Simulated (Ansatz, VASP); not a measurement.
One calculation of Cu, two programs

```xyz
1
Lattice="0.0000 1.7820 1.7820 1.7820 0.0000 1.7820 1.7820 1.7820 0.0000" Properties=species:S:1:pos:R:3 pbc="T T T"
Cu    0.0000    0.0000    0.0000
```

Alike in both runs: functional PBEsol; k mesh 16 × 16 × 16; occupations gaussian, width 0.1 eV; no spin polarisation.

Ansatz relaxed the structure, and its values are those at the end. VASP's run is a single point on that final structure, the one shown.

```csv
,VASP,Ansatz
version,VASP 6.6.1,Ansatz 0.2.0
potentials or method,"VASP PAW PBE potentials, release 64 (Cu), cutoff 520 eV","scalar-relativistic, plane waves, PAW"
valence electrons in the cell,11,19
```

|  | VASP | Ansatz | Ansatz less VASP |
| --- | --- | --- | --- |
| gap on the k mesh at the Fermi level (eV) | none | none | - |
| pressure (GPa) | 0.8 | 0.0 | -0.76 |

VASP's potentials were made for PBE, not for PBEsol, and Ansatz warns of the same on its side. A gap of «none» marks a metal or a gap that the smearing closes. VASP's potentials hold 11 valence electrons a cell and Ansatz's 19, so a difference there can come from the potentials and not from the codes.
